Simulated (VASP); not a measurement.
Set up this calculation in VASP 6.6.1, as the native input.

- Task: single point
- Functional: PBE
- Potentials or basis: VASP PAW PBE potentials, release 64 (Ge_d)
- Cutoff: 520 eV
- k mesh: 11 × 11 × 10
- Occupations: gaussian, width 0.027 eV
- Spin: no spin polarisation
- Dipole correction: no
- Further INCAR settings: ALGO = Normal; EDIFF = 1e-06; NBANDS = 13

The structure of Ge lies in POSCAR:

```
Ge
1.0
    1.3971490000     -2.6005160000      0.0000000000
    1.3971490000      2.6005160000      0.0000000000
    0.0000000000      0.0000000000      2.6982310000
Ge
1
Direct
    0.5000000000      0.5000000000      0.0000000000
```

The input as run:

INCAR

```
  PREC = Accurate
  ENCUT = 520
  EDIFF = 1E-6
  ISMEAR = 0
  SIGMA = 0.027000000000000003
  LREAL = F
  LASPH = T
  NELM = 80
  ALGO = Normal
  ISIF = 2
  LWAVE = F
  LCHARG = F
  GGA = PE
  NBANDS = 13
```

KPOINTS

```
Automatic mesh
0
Gamma
  11 11 10
```

Potentials or basis: VASP PAW PBE potentials, release 64 (Ge_d).

Run with:

```console
$ cat potpaw_PBE.64/Ge_d/POTCAR > POTCAR
$ mpirun -np 1 vasp_std > vasp.out
```

Results of the run:

| Quantity | Value |
| --- | --- |
| Pressure | -0.8 GPa |
| Band gap on the k mesh | zero (band 7 reaches 12.88 eV, above the bottom of band 8 at 3.82 eV) |

Wall time 12 s on 1 thread of Intel(R) Xeon(R) 6975P-C (Granite Rapids), on a shared host, peak memory 0.16 GiB.
